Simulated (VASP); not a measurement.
# Os (Pm-3m) in VASP: notebook

The runs below take Os through single point, with BLYP.

All numbers are computed with VASP 6.6.1; they aren't measurements. Logs are shortened: lines on timing, memory, paths and dates and some standing lists are left out, and cuts for length are marked.

## Step 1: The cell of the first run

The structure is cubic, space group Pm-3m (No. 221). Conventional cell: a = 2.632 Å, b = 2.632 Å, c = 2.632 Å, α = 90.00°, β = 90.00°, γ = 90.00°. Os (site symmetry m-3m) has 6 Os at 2.63 Å within 3.5 Å.

This isn't the form of Os at room conditions, which is hcp.

## Step 2: Single point, BLYP (18.23 Å³/atom)

INCAR

```
SYSTEM = Os
AGGAC = 1.0
AGGAX = 1.0
ALDAC = 0.0
ALDAX = 1.0
ALGO = Normal
EDIFF = 1E-7
ENCUT = 520
GGA = B5
ISIF = 2
ISMEAR = -1
LASPH = .True.
LCHARG = .False.
LREAL = .False.
LWAVE = .False.
NBANDS = 10
NELM = 80
PREC = Accurate
SIGMA = 0.1
```

KPOINTS

```
k-points
0
Gamma
  14 14 14
  0 0 0
```

POSCAR

```
Os
1.0
    2.6318282080      0.0000000000      0.0000000000
    0.0000000000      2.6318282080      0.0000000000
    0.0000000000      0.0000000000      2.6318282080
Os
1
Direct
    0.0000000000      0.0000000000      0.0000000000
```

Potentials or basis: VASP PAW PBE potentials, release 64 (Os).

Started as:

```
cat potpaw_PBE.64/Os/POTCAR > POTCAR
mpirun -np 1 vasp_std > vasp.out
```

OUTCAR:

```text
SYSTEM = Os
   EDIFF = 1E-7
   ENCUT = 520
   GGA = B5
   ISIF = 2
   ISMEAR = -1
   LASPH = .True.
   LREAL = .False.
   NELM = 80
   PREC = Accurate

 ion  position               nearest neighbor table
   1  0.000  0.000  0.000-

  LATTYP: Found a simple cubic cell.
 ALAT       =     2.6318282080

  Lattice vectors:

 A1 = (   2.6318282080,   0.0000000000,   0.0000000000)
 A2 = (   0.0000000000,   2.6318282080,   0.0000000000)
 A3 = (   0.0000000000,   0.0000000000,   2.6318282080)

Analysis of symmetry for initial positions (statically):
=====================================================================
 Subroutine PRICEL returns:
 Original cell was already a primitive cell.

 Routine SETGRP: Setting up the symmetry group for a
 simple cubic supercell.

 Subroutine GETGRP returns: Found 48 space group operations
 (whereof 48 operations were pure point group operations)
 out of a pool of 48 trial point group operations.

The static configuration has the point symmetry O_h .

Analysis of symmetry for dynamics (positions and initial velocities):
=====================================================================
 Subroutine PRICEL returns:
 Original cell was already a primitive cell.

 Routine SETGRP: Setting up the symmetry group for a
 simple cubic supercell.

 Subroutine GETGRP returns: Found 48 space group operations
 (whereof 48 operations were pure point group operations)
 out of a pool of 48 trial point group operations.

The dynamic configuration has the point symmetry O_h .

 Subroutine INISYM returns: Found 48 space group operations
 (whereof 48 operations are pure point group operations),
 and found     1 'primitive' translations

----------------------------------------------------------------------------------------

                                     Primitive cell

  volume of cell :      18.2294

  direct lattice vectors                    reciprocal lattice vectors
     2.631828208  0.000000000  0.000000000     0.379964010  0.000000000  0.000000000
     0.000000000  2.631828208  0.000000000     0.000000000  0.379964010  0.000000000
     0.000000000  0.000000000  2.631828208     0.000000000  0.000000000  0.379964010

  length of vectors
     2.631828208  2.631828208  2.631828208     0.379964010  0.379964010  0.379964010

  position of ions in fractional coordinates (direct lattice)
     0.000000000  0.000000000  0.000000000

[... 73 lines left out ...]
   ENCUT  =  520.0 eV  38.22 Ry    6.18 a.u.   4.89  4.89  4.89*2*pi/ulx,y,z
   NELM   =     80;   NELMIN=  2; NELMDL= -5     # of ELM steps
   EDIFF  = 0.1E-06   stopping-criterion for ELM
   LREAL  =      F    real-space projection
   EDIFFG = 0.1E-05   stopping-criterion for IOM
   NSW    =      0    number of steps for IOM
   IBRION =     -1    ionic relax: 0-MD 1-quasi-New 2-CG
   NFREE  =      0    steps in history (QN), initial steepest desc. (CG)
   ISIF   =      2    stress and relaxation
   ISYM   =      2    0-nonsym 1-usesym 2-fastsym
   POTIM  = 0.5000    time-step for ionic-motion
   TEBEG  =    0.0;   TEEND  =   0.0 temperature during run
   PSTRESS=    0.0 pullay stress
   NELECT =       8.0000    total number of electrons
   NUPDOWN=      -1.0000    fix difference up-down
   EMIN   =  10.00;   EMAX   =-10.00  energy-range for DOS
   EFERMI =   0.00;   METHOD = LEGACY
   ISMEAR =    -1;   SIGMA  =   0.10  broadening in eV -4-tet -1-fermi 0-gaus
   EFERMI_NEDOS =   21; number of points for ismear=-14 and -15
   IALGO  =     38    algorithm
   IMIX   =      4    mixing-type and parameters
     AMIX     =   0.40;   BMIX     =  1.00
     AMIX_MAG =   1.60;   BMIX_MAG =  1.00
  volume/ion in A,a.u.               =      18.23       123.02
  Fermi-wavevector in a.u.,A,eV,Ry     =   1.244077  2.350965 21.058115  1.547728
  Thomas-Fermi vector in A             =   2.378360
   LORBIT       =      0    0 simple, 1 ext, 2 COOP (PROOUT), +10 PAW based schemes
   GGA     = B5    functional components
   LHFCALC =     F    Hartree Fock is set to
   AEXX    =    0.0000 exact exchange contribution
   IVDW    =     0    specifies the selected vdW correction
   LEPSILON=     F    determine dielectric tensor
   LRPA    =     F    only Hartree local field effects (RPA)
 non-spin polarized calculation
  energy-cutoff  :      520.00
  volume of cell :       18.23
 maximum number of plane-waves:       508
 NGX is ok and might be reduce to    20
   NGX =  9   NGY =  9   NGZ =  9

 number of electron       8.0000001 magnetization

 Free energy of the ion-electron system (eV)
  ---------------------------------------------------
  ext. energy  EPLUGINS =         0.00000000
  ---------------------------------------------------
  free energy    TOTEN  =        -8.49029267 eV

  energy without entropy =       -8.43199536  energy(sigma->0) =       -8.46114402

 E-fermi :   6.6515     XC(G=0): -11.6914

 val. band max:        6.6303407167   @ k =   0.2143   0.1429   0.0000
 cond. band min:       6.6546008354   @ k =   0.2143   0.1429   0.0714
 fundamental gap:      0.0242601187
 Fermi energy:         6.6514726955

 k-point     1 :       0.0000    0.0000    0.0000
  band No.  band energies     occupation
      1      -1.9308      2.00000
      2       1.3853      2.00000
      3       1.3853      2.00000
      4       8.6116      0.00000
      5       8.6116      0.00000
      6       8.6116      0.00000
      7      21.6474      0.00000
      8      21.6474      0.00000
      9      21.6474      0.00000
     10      27.6538      0.00000
[... 287 lines left out ...]
 k-point    24 :       0.3571    0.2143    0.0000
  band No.  band energies     occupation
      1       1.3543      2.00000
      2       2.8471      2.00000
      3       4.1343      2.00000
      4       6.4329      1.79784
      5       6.8458      0.25050
      6       7.6994      0.00006
      7      15.1036      0.00000
      8      20.8775      0.00000
      9      24.6323      0.00000
     10      28.4731      0.00000

 [... further k-points ...]
[... 5 lines left out ...]
  --------------------------------------------------------------------------------------
  -------------------------------------------------------------------------------------
  Total       -0.7579320     -0.7579320     -0.7579320      0.0000000      0.0000000     -0.0000000
  in kB      -66.6144161    -66.6144161    -66.6144161      0.0000000      0.0000000     -0.0000000
  external PRESSURE =     -66.6144161 kB  Pullay stress =       0.0000000 kB

 VOLUME and BASIS-vectors are now :
 -----------------------------------------------------------------------------
  energy-cutoff  :      520.00
  volume of cell :       18.23
      direct lattice vectors                 reciprocal lattice vectors
     2.631828208  0.000000000  0.000000000     0.379964010  0.000000000  0.000000000
     0.000000000  2.631828208  0.000000000     0.000000000  0.379964010  0.000000000
     0.000000000  0.000000000  2.631828208     0.000000000  0.000000000  0.379964010

 POSITION                                       TOTAL-FORCE (eV/Angst)
 -----------------------------------------------------------------------------------
      0.00000      0.00000      0.00000         0.000000      0.000000      0.000000
 -----------------------------------------------------------------------------------
    total drift:                               -0.000000      0.000000      0.000000

  FREE ENERGIE OF THE ION-ELECTRON SYSTEM (eV)
  ---------------------------------------------------
  free  energy   TOTEN  =        -8.4902926681 eV

  energy  without entropy=       -8.4319953623  energy(sigma->0) =       -8.46114402
```

OSZICAR:

```text
N       E                     dE             d eps       ncg     rms          rms(c)
DAV:   1     0.357128587764E+02    0.35713E+02   -0.40316E+03  2440   0.718E+02
DAV:   2    -0.758369317821E+01   -0.43297E+02   -0.41019E+02  2462   0.189E+02
DAV:   3    -0.893823271149E+01   -0.13545E+01   -0.13439E+01  2810   0.305E+01
DAV:   4    -0.894256544098E+01   -0.43327E-02   -0.43318E-02  2704   0.205E+00
DAV:   5    -0.894258225239E+01   -0.16811E-04   -0.16812E-04  2708   0.113E-01    0.107E+01
DAV:   6    -0.855848278475E+01    0.38410E+00   -0.67954E-01  3126   0.598E+00    0.444E+00
DAV:   7    -0.849343639684E+01    0.65046E-01   -0.23404E-01  3264   0.336E+00    0.753E-01
DAV:   8    -0.849027550016E+01    0.31609E-02   -0.30047E-03  2546   0.495E-01    0.813E-02
DAV:   9    -0.849030179342E+01   -0.26293E-04   -0.81788E-05  2762   0.688E-02    0.128E-02
DAV:  10    -0.849029308840E+01    0.87050E-05   -0.44091E-06  2556   0.305E-02    0.414E-03
DAV:  11    -0.849029251296E+01    0.57544E-06   -0.22870E-07  2714   0.484E-03    0.138E-03
DAV:  12    -0.849029264112E+01   -0.12817E-06   -0.25615E-08  1664   0.121E-03    0.107E-04
DAV:  13    -0.849029266808E+01   -0.26960E-07   -0.10820E-09  1348   0.351E-04
   1 F= -.84902927E+01 E0= -.84611440E+01  d E =-.582973E-01
```

It took 32 s on 1 thread of Intel Xeon 8259CL, shared host; peak memory 0.14 GiB.

Results:

| Quantity | Value |
| --- | --- |
| Free energy | -8.4903 eV |
| Pressure | -6.7 GPa |
| Band gap on the k mesh | zero (bands 4 and 5 overlap by 4.98 eV) |

Levels at points of the mesh, in eV from the Fermi level:
| k point | band 1 | band 2 | band 3 | band 4 | band 5 | band 6 | band 7 | band 8 | band 9 |
| --- | --- | --- | --- | --- | --- | --- | --- | --- | --- |
| (0.00, 0.00, 0.00) | -8.58 | -5.27 | -5.27 | 1.96 | 1.96 | 1.96 | 15.00 | 15.00 | 15.00 |
| (0.50, 0.00, 0.00) | -5.67 | -4.54 | -0.83 | -0.83 | -0.60 | 2.24 | 6.28 | 15.78 | 19.54 |
| (0.50, 0.50, 0.00) | -5.75 | -4.09 | -0.30 | -0.30 | 4.06 | 4.48 | 4.48 | 11.21 | 14.34 |
| (0.50, 0.50, 0.50) | -4.54 | -4.54 | -4.54 | 4.26 | 4.26 | 9.23 | 10.40 | 10.40 | 10.40 |

Caveat: the cell stands under tension; the PAW data sets were made with another functional, which shifts forces and pressure a little; spin-orbit coupling is left out, which moves the levels of the heavy elements.

## Step 3: Single point, BLYP (18.93 Å³/atom)

This run uses another cell than the first one, of 18.93 Å³/atom.

INCAR

```
AGGAC    = 1.0          
AGGAX    = 1.0          
ALDAC    = 0.0          
ALDAX    = 1.0          
ALGO     = Normal         # electronic algorithm
EDIFF    = 1E-6           # SCF threshold, eV
ENCUT    = 520            # plane-wave cutoff, eV
GGA      = B5             # functional
ISIF     = 2              # what is computed and relaxed
ISMEAR   = -1             # smearing method
LASPH    = T              # aspherical terms in the spheres
LCHARG   = T              # write CHGCAR
LELF     = T              # ELF
LREAL    = F              # projectors in reciprocal space
LVHAR    = T            
LWAVE    = F              # write WAVECAR
NBANDS   = 10             # bands
NELM     = 60             # most SCF steps
PREC     = Accurate       # precision mode
SIGMA    = 0.1            # smearing width, eV
```

KPOINTS

```
k-points
0
Gamma
  14 14 14
```

POSCAR

```
Os
1.0
    2.6651460261      0.0000000000      0.0000000000
    0.0000000000      2.6651460261      0.0000000000
    0.0000000000      0.0000000000      2.6651460261
Os
1
Direct
    0.0000000000      0.0000000000      0.0000000000
```

Potentials or basis: VASP PAW PBE potentials, release 64 (Os).

Started as:

```
cat potpaw_PBE.64/Os/POTCAR > POTCAR
mpirun -np 1 vasp_std > vasp.out
```

It took 24 s on 1 thread of Intel Xeon 8259CL, shared host; peak memory 0.14 GiB.

The run converged. Its results:

```yaml
Free_energy: -8.4457 eV
Pressure: -13.6 GPa
Band_gap_on_the_k_mesh: zero (bands 4 and 5 overlap by 4.68 eV)
```

Levels at points of the mesh, in eV from the Fermi level:
```
           k point  band 2  band 3  band 4  band 5  band 6  band 7
(0.00, 0.00, 0.00)   -5.00   -5.00    1.84    1.84    1.84   14.73
(0.50, 0.00, 0.00)   -4.31   -0.78   -0.78   -0.50    2.10    5.95
(0.50, 0.50, 0.00)   -3.92   -0.28   -0.28    3.82    4.40    4.40
(0.50, 0.50, 0.50)   -4.27   -4.27    4.00    4.00    9.34   10.05
```

Caveat: the cell stands under tension; the PAW data sets were made with another functional, which shifts forces and pressure a little; spin-orbit coupling is left out, which moves the levels of the heavy elements.
